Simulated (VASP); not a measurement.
# Pt (Fm-3m) in VASP: notebook, part 2 of 2

VASP 6.6.1.

**4. Single point, PBEsol (volume scaled by 0.94)**

Input file INCAR:

```
SYSTEM = Pt
ALGO = Normal
EDIFF = 1E-6
ENCUT = 520
GGA = PS
ISIF = 2
ISMEAR = 0
LASPH = .TRUE.
LCHARG = .TRUE.
LELF = .TRUE.
LREAL = .FALSE.
LVHAR = .TRUE.
LWAVE = .FALSE.
NBANDS = 11
NELM = 80
PREC = Accurate
SIGMA = 0.1
```

Input file KPOINTS:

```
k-points
0
G
  18 18 18
  0 0 0
```

Input file POSCAR:

```
Pt
1.0
    0.0000000000      1.9190483973      1.9190483973
    1.9190483973      0.0000000000      1.9190483973
    1.9190483973      1.9190483973      0.0000000000
Pt
1
Direct
    0.0000000000      0.0000000000      0.0000000000
```

Potentials or basis: VASP PAW PBE potentials, release 64 (Pt).

Command:

```
$ cat potpaw_PBE.64/Pt/POTCAR > POTCAR
$ mpirun -np 1 vasp_std > vasp.out
```

OUTCAR:

```text
SYSTEM = Pt
   EDIFF = 1E-6
   ENCUT = 520
   GGA = PS
   ISIF = 2
   ISMEAR = 0
   LASPH = .TRUE.
   LREAL = .FALSE.
   NELM = 80
   PREC = Accurate

 ion  position               nearest neighbor table
   1  0.000  0.000  0.000-

  LATTYP: Found a face centered cubic cell.
 ALAT       =     3.8380967946

  Lattice vectors:

 A1 = (   0.0000000000,   1.9190483973,   1.9190483973)
 A2 = (   1.9190483973,   0.0000000000,   1.9190483973)
 A3 = (   1.9190483973,   1.9190483973,   0.0000000000)

Analysis of symmetry for initial positions (statically):
=====================================================================
 Subroutine PRICEL returns:
 Original cell was already a primitive cell.

 Routine SETGRP: Setting up the symmetry group for a
 face centered cubic supercell.

 Subroutine GETGRP returns: Found 48 space group operations
 (whereof 48 operations were pure point group operations)
 out of a pool of 48 trial point group operations.

The static configuration has the point symmetry O_h .

[... 165 lines left out ...]
 Fermi energy:        12.3976152107

 k-point     1 :       0.0000    0.0000    0.0000
  band No.  band energies     occupation
      1       1.3407      2.00000
      2       8.1641      2.00000
      3       8.1641      2.00000
      4       8.1641      2.00000
      5      10.5861      2.00000
      6      10.5861      2.00000
      7      26.8064      0.00000
      8      32.1364      0.00000
      9      32.1364      0.00000
     10      32.1364      0.00000
     11      37.6767      0.00000
[... 309 lines left out ...]
 k-point    24 :      -0.2222    0.0556    0.0000
  band No.  band energies     occupation
      1       3.4995      2.00000
      2       7.6067      2.00000
      3       8.5946      2.00000
      4       8.6708      2.00000
      5      10.3479      2.00000
      6      11.1147      2.00000
      7      26.3508      0.00000
      8      29.0809      0.00000
      9      34.0859      0.00000
     10      35.3730      0.00000
     11      36.6358      0.00000

 [... further k-points ...]

------------------------ aborting loop because EDIFF is reached ----------------------------------------

  FORCE on cell =-STRESS in cart. coord.  units (eV):
  Direction    XX          YY          ZZ          XY          YZ          ZX
  --------------------------------------------------------------------------------------
  -------------------------------------------------------------------------------------
  Total        1.8147602      1.8147602      1.8147602      0.0000000      0.0000000      0.0000000
  in kB      205.7036793    205.7036793    205.7036793      0.0000000      0.0000000      0.0000000
  external PRESSURE =     205.7036793 kB  Pullay stress =       0.0000000 kB

 VOLUME and BASIS-vectors are now :
 -----------------------------------------------------------------------------
  energy-cutoff  :      520.00
  volume of cell :       14.13
      direct lattice vectors                 reciprocal lattice vectors
     0.000000000  1.919048397  1.919048397    -0.260545800  0.260545800  0.260545800
     1.919048397  0.000000000  1.919048397     0.260545800 -0.260545800  0.260545800
     1.919048397  1.919048397  0.000000000     0.260545800  0.260545800 -0.260545800

 POSITION                                       TOTAL-FORCE (eV/Angst)
 -----------------------------------------------------------------------------------
      0.00000      0.00000      0.00000        -0.000000      0.000000      0.000000
 -----------------------------------------------------------------------------------
    total drift:                                0.000000      0.000000     -0.000000

  FREE ENERGIE OF THE ION-ELECTRON SYSTEM (eV)
  ---------------------------------------------------
  free  energy   TOTEN  =        -6.9117782062 eV

  energy  without entropy=       -6.9022310298  energy(sigma->0) =       -6.90700462
```

OSZICAR:

```text
N       E                     dE             d eps       ncg     rms          rms(c)
DAV:   1     0.394094767779E+02    0.39409E+02   -0.53810E+03  4386   0.847E+02
DAV:   2    -0.672990850809E+01   -0.46139E+02   -0.44324E+02  4881   0.180E+02
DAV:   3    -0.734927269538E+01   -0.61936E+00   -0.61637E+00  5003   0.197E+01
DAV:   4    -0.735156736660E+01   -0.22947E-02   -0.22945E-02  4970   0.141E+00
DAV:   5    -0.735158407064E+01   -0.16704E-04   -0.16704E-04  5061   0.111E-01    0.161E+01
DAV:   6    -0.697096285692E+01    0.38062E+00   -0.77576E-01  4671   0.714E+00    0.833E+00
DAV:   7    -0.691666949105E+01    0.54293E-01   -0.18443E-01  4968   0.337E+00    0.263E+00
DAV:   8    -0.691204733373E+01    0.46222E-02   -0.89598E-03  4683   0.875E-01    0.669E-01
DAV:   9    -0.691177281769E+01    0.27452E-03   -0.21846E-04  4818   0.139E-01    0.244E-02
DAV:  10    -0.691177798216E+01   -0.51645E-05   -0.41588E-06  5426   0.142E-02    0.324E-03
DAV:  11    -0.691177820619E+01   -0.22402E-06   -0.53475E-08  2676   0.215E-03
   1 F= -.69117782E+01 E0= -.69070046E+01  d E =-.954718E-02
```

Run time: 36 s. Hardware: 1 thread of Intel Xeon Platinum 8259CL at 2.50GHz (Skylake/Cascade Lake), shared host; peak memory 0.14 GiB.

Results:

```
Free energy            : -6.9118 eV
Pressure               : 20.6 GPa
Band gap on the k mesh : zero (band 5 reaches 12.96 eV, above the bottom of band 6 at 10.46 eV)
```

Caveat: the PAW data sets were made with another functional, which shifts forces and pressure a little; spin-orbit coupling is left out, which moves the levels of the heavy elements.

**5. Single point, PBEsol (volume scaled by 0.97)**

Input file INCAR:

```
SYSTEM = Pt
  PREC = Accurate
  ENCUT = 520
  EDIFF = 1E-7
  ISMEAR = 0
  SIGMA = 0.1
  LREAL = .FALSE.
  LASPH = .TRUE.
  NELM = 80
  ALGO = Normal
  ISIF = 2
  LWAVE = .FALSE.
  LCHARG = .FALSE.
  GGA = PS
  NBANDS = 11
```

Input file KPOINTS:

```
regular mesh
0
G
  18 18 18
  0 0 0
```

Input file POSCAR:

```
Pt
1.0
    0.0000000000      1.9392503914      1.9392503914
    1.9392503914      0.0000000000      1.9392503914
    1.9392503914      1.9392503914      0.0000000000
Pt
1
Direct
    0.0000000000      0.0000000000      0.0000000000
```

Potentials or basis: VASP PAW PBE potentials, release 64 (Pt).

Command:

```
$ cat potpaw_PBE.64/Pt/POTCAR > POTCAR
$ mpirun -np 1 vasp_std > vasp.out
```

OUTCAR:

```text
SYSTEM = Pt
   PREC = Accurate
   ENCUT = 520
   EDIFF = 1E-7
   ISMEAR = 0
   LREAL = .FALSE.
   LASPH = .TRUE.
   NELM = 80
   ISIF = 2
   GGA = PS

 ion  position               nearest neighbor table
   1  0.000  0.000  0.000-

  LATTYP: Found a face centered cubic cell.
 ALAT       =     3.8785007828

  Lattice vectors:

 A1 = (   0.0000000000,   1.9392503914,   1.9392503914)
 A2 = (   1.9392503914,   0.0000000000,   1.9392503914)
 A3 = (   1.9392503914,   1.9392503914,   0.0000000000)

Analysis of symmetry for initial positions (statically):
=====================================================================
 Subroutine PRICEL returns:
 Original cell was already a primitive cell.

 Routine SETGRP: Setting up the symmetry group for a
 face centered cubic supercell.

 Subroutine GETGRP returns: Found 48 space group operations
 (whereof 48 operations were pure point group operations)
 out of a pool of 48 trial point group operations.

The static configuration has the point symmetry O_h .

Analysis of symmetry for dynamics (positions and initial velocities):
[... 169 lines left out ...]
      2       7.7335      2.00000
      3       7.7335      2.00000
      4       7.7335      2.00000
      5      10.0343      2.00000
      6      10.0343      2.00000
      7      26.2758      0.00000
      8      31.4238      0.00000
      9      31.4238      0.00000
     10      31.4238      0.00000
     11      36.8457      0.00000
[... 309 lines left out ...]
 k-point    24 :      -0.2222    0.0556    0.0000
  band No.  band energies     occupation
      1       3.1781      2.00000
      2       7.2035      2.00000
      3       8.1467      2.00000
      4       8.2193      2.00000
      5       9.8156      2.00000
      6      10.5409      2.00000
      7      25.5685      0.00000
      8      28.3606      0.00000
      9      33.1281      0.00000
     10      34.4675      0.00000
     11      35.7388      0.00000

 [... further k-points ...]

------------------------ aborting loop because EDIFF is reached ----------------------------------------

  FORCE on cell =-STRESS in cart. coord.  units (eV):
  Direction    XX          YY          ZZ          XY          YZ          ZX
  --------------------------------------------------------------------------------------
  -------------------------------------------------------------------------------------
  Total        0.8253375      0.8253375      0.8253375      0.0000000      0.0000000      0.0000000
  in kB       90.6589150     90.6589150     90.6589150      0.0000000      0.0000000      0.0000000
  external PRESSURE =      90.6589150 kB  Pullay stress =       0.0000000 kB

 VOLUME and BASIS-vectors are now :
 -----------------------------------------------------------------------------
  energy-cutoff  :      520.00
  volume of cell :       14.59
      direct lattice vectors                 reciprocal lattice vectors
     0.000000000  1.939250391  1.939250391    -0.257831584  0.257831584  0.257831584
     1.939250391  0.000000000  1.939250391     0.257831584 -0.257831584  0.257831584
     1.939250391  1.939250391  0.000000000     0.257831584  0.257831584 -0.257831584

 POSITION                                       TOTAL-FORCE (eV/Angst)
 -----------------------------------------------------------------------------------
      0.00000      0.00000      0.00000         0.000000      0.000000     -0.000000
 -----------------------------------------------------------------------------------
    total drift:                                0.000000      0.000000     -0.000000

  FREE ENERGIE OF THE ION-ELECTRON SYSTEM (eV)
  ---------------------------------------------------
  free  energy   TOTEN  =        -6.9533686636 eV

  energy  without entropy=       -6.9432651196  energy(sigma->0) =       -6.94831689
```

Wall time 35 s (1 thread of Intel Xeon Platinum 8259CL at 2.50GHz (Skylake/Cascade Lake), shared host); peak memory 0.15 GiB.

Results:

* Free energy: -6.9534 eV
* Pressure: 9.1 GPa
* Band gap on the k mesh: zero (band 5 reaches 12.28 eV, above the bottom of band 6 at 9.92 eV)

Caveat: the PAW data sets were made with another functional, which shifts forces and pressure a little; spin-orbit coupling is left out, which moves the levels of the heavy elements.

**6. Single point, PBEsol (volume scaled by 1.03)**

Input file INCAR:

```
PREC = Accurate ; ENCUT = 520
EDIFF = 1E-7 ; ISMEAR = 0
SIGMA = 0.1 ; LREAL = F
LASPH = T ; NELM = 100
ALGO = Normal ; ISIF = 2
LWAVE = F ; LCHARG = F
GGA = PS ; NBANDS = 11
```

Input file KPOINTS:

```
regular mesh
0
Gamma
  18 18 18
```

Input file POSCAR:

```
Pt
1.0
    0.0000000000      1.9784377249      1.9784377249
    1.9784377249      0.0000000000      1.9784377249
    1.9784377249      1.9784377249      0.0000000000
Pt
1
Direct
    0.0000000000      0.0000000000      0.0000000000
```

Potentials or basis: VASP PAW PBE potentials, release 64 (Pt).

Command:

```
$ cat potpaw_PBE.64/Pt/POTCAR > POTCAR
$ mpirun -np 1 vasp_std > vasp.out
```

OUTCAR:

```text
PREC = Accurate
   ENCUT = 520
   EDIFF = 1E-7
   ISMEAR = 0
   LREAL = F
   LASPH = T
   NELM = 100
   ISIF = 2
   GGA = PS

 ion  position               nearest neighbor table
   1  0.000  0.000  0.000-

  LATTYP: Found a face centered cubic cell.
 ALAT       =     3.9568754498

  Lattice vectors:

 A1 = (   0.0000000000,   1.9784377249,   1.9784377249)
 A2 = (   1.9784377249,   0.0000000000,   1.9784377249)
 A3 = (   1.9784377249,   1.9784377249,   0.0000000000)

Analysis of symmetry for initial positions (statically):
=====================================================================
 Subroutine PRICEL returns:
 Original cell was already a primitive cell.

 Routine SETGRP: Setting up the symmetry group for a
 face centered cubic supercell.

 Subroutine GETGRP returns: Found 48 space group operations
 (whereof 48 operations were pure point group operations)
 out of a pool of 48 trial point group operations.

The static configuration has the point symmetry O_h .

Analysis of symmetry for dynamics (positions and initial velocities):
=====================================================================
 Subroutine PRICEL returns:
 Original cell was already a primitive cell.

 Routine SETGRP: Setting up the symmetry group for a
 face centered cubic supercell.

 Subroutine GETGRP returns: Found 48 space group operations
 (whereof 48 operations were pure point group operations)
 out of a pool of 48 trial point group operations.

The dynamic configuration has the point symmetry O_h .

 Subroutine INISYM returns: Found 48 space group operations
 (whereof 48 operations are pure point group operations),
 and found     1 'primitive' translations

----------------------------------------------------------------------------------------

                                     Primitive cell
[... 112 lines left out ...]
  Thomas-Fermi vector in A             =   2.536443
   LORBIT       =      0    0 simple, 1 ext, 2 COOP (PROOUT), +10 PAW based schemes
   GGA     = PS    functional components
   LHFCALC =     F    Hartree Fock is set to
   AEXX    =    0.0000 exact exchange contribution
   IVDW    =     0    specifies the selected vdW correction
   LEPSILON=     F    determine dielectric tensor
   LRPA    =     F    only Hartree local field effects (RPA)
 non-spin polarized calculation
 Gauss-broadening in eV      SIGMA  =   0.10
  energy-cutoff  :      520.00
  volume of cell :       15.49
 maximum number of plane-waves:       444
 NGX is ok and might be reduce to    24
   NGX = 11   NGY = 11   NGZ = 11

 number of electron      10.0000001 magnetization

 Free energy of the ion-electron system (eV)
  ---------------------------------------------------
  ext. energy  EPLUGINS =         0.00000000
  ---------------------------------------------------
  free energy    TOTEN  =        -6.95326544 eV

  energy without entropy =       -6.94210463  energy(sigma->0) =       -6.94768503

 E-fermi :  10.5901     XC(G=0): -13.4713

 val. band max:       10.5884602785   @ k =   0.3889   0.2778   0.0000
 cond. band min:      10.6007090592   @ k =   0.5000   0.5000   0.0000
 fundamental gap:      0.0122487808
 Fermi energy:        10.5900828295

 k-point     1 :       0.0000    0.0000    0.0000
  band No.  band energies     occupation
      1       0.5924      2.00000
      2       6.9447      2.00000
      3       6.9447      2.00000
      4       6.9447      2.00000
      5       9.0295      2.00000
      6       9.0295      2.00000
      7      25.2849      0.00000
      8      30.0911      0.00000
      9      30.0911      0.00000
     10      30.0911      0.00000
     11      35.2940      0.00000
[... 309 lines left out ...]
 k-point    24 :      -0.2222    0.0556    0.0000
  band No.  band energies     occupation
      1       2.6001      2.00000
      2       6.4658      2.00000
      3       7.3261      2.00000
      4       7.3917      2.00000
      5       8.8434      2.00000
      6       9.4952      2.00000
      7      24.0786      0.00000
      8      27.0602      0.00000
      9      31.3334      0.00000
     10      32.8276      0.00000
     11      34.0530      0.00000

 [... further k-points ...]

------------------------ aborting loop because EDIFF is reached ----------------------------------------

  FORCE on cell =-STRESS in cart. coord.  units (eV):
  Direction    XX          YY          ZZ          XY          YZ          ZX
  --------------------------------------------------------------------------------------
  -------------------------------------------------------------------------------------
  Total       -0.7986879     -0.7986879     -0.7986879      0.0000000     -0.0000000     -0.0000000
  in kB      -82.6210137    -82.6210137    -82.6210137      0.0000000     -0.0000000     -0.0000000
  external PRESSURE =     -82.6210137 kB  Pullay stress =       0.0000000 kB

 VOLUME and BASIS-vectors are now :
 -----------------------------------------------------------------------------
  energy-cutoff  :      520.00
  volume of cell :       15.49
      direct lattice vectors                 reciprocal lattice vectors
     0.000000000  1.978437725  1.978437725    -0.252724659  0.252724659  0.252724659
     1.978437725  0.000000000  1.978437725     0.252724659 -0.252724659  0.252724659
     1.978437725  1.978437725  0.000000000     0.252724659  0.252724659 -0.252724659

 POSITION                                       TOTAL-FORCE (eV/Angst)
 -----------------------------------------------------------------------------------
      0.00000      0.00000      0.00000         0.000000     -0.000000      0.000000
 -----------------------------------------------------------------------------------
    total drift:                               -0.000000      0.000000     -0.000000

  FREE ENERGIE OF THE ION-ELECTRON SYSTEM (eV)
  ---------------------------------------------------
  free  energy   TOTEN  =        -6.9532654354 eV

  energy  without entropy=       -6.9421046320  energy(sigma->0) =       -6.94768503
```

stdout:

```text
POSCAR found type information on POSCAR Pt
 POSCAR found :  1 types and       1 ions
 scaLAPACK will be used
 -----------------------------------------------------------------------------
|                                                                             |
|                                                                             |
|     You enforced a specific xc type in the INCAR file but a different       |
|     I HOPE YOU KNOW WHAT YOU ARE DOING!                                     |
|                                                                             |
 -----------------------------------------------------------------------------

 LDA part: xc-table for (Slater+PW92), standard interpolation
 POSCAR, INCAR and KPOINTS ok, starting setup
 FFT: planning ... GRIDC
 FFT: planning ... GRID_SOFT
 FFT: planning ... GRID
 WAVECAR not read
 entering main loop
```

Run time: 39 s. Hardware: 1 thread of Intel Xeon Platinum 8259CL at 2.50GHz (Skylake/Cascade Lake), shared host; peak memory 0.16 GiB.

Results:

```yaml
Free_energy: -6.9533 eV
Pressure: -8.3 GPa
Band_gap_on_the_k_mesh: zero (band 5 reaches 11.06 eV, above the bottom of band 6 at 8.93 eV)
```

Caveat: the PAW data sets were made with another functional, which shifts forces and pressure a little; spin-orbit coupling is left out, which moves the levels of the heavy elements.

**7. Overview**

```tsv
cell	gap on the mesh (eV)	pressure (GPa)
a = 2.655 Å, angles 60.0°, 1 atom	none	51.3
a = 2.685 Å, angles 60.0°, 1 atom	none	34.7
a = 2.714 Å, angles 60.0°, 1 atom	none	20.6
a = 2.743 Å, angles 60.0°, 1 atom	none	9.1
a = 2.798 Å, angles 60.0°, 1 atom	none	-8.3
```

Alike in all rows: task single point; level PBEsol; potentials or basis VASP PAW PBE potentials, release 64 (Pt); no spin polarisation; k mesh 18 × 18 × 18; cutoff (eV) 520; smearing gaussian 0.1 eV.

Caveats: the PAW data sets were made with another functional, which shifts forces and pressure a little; spin-orbit coupling is left out, which moves the levels of the heavy elements.

Total energies depend on the potentials used, so only differences within one code and one set of settings carry meaning.
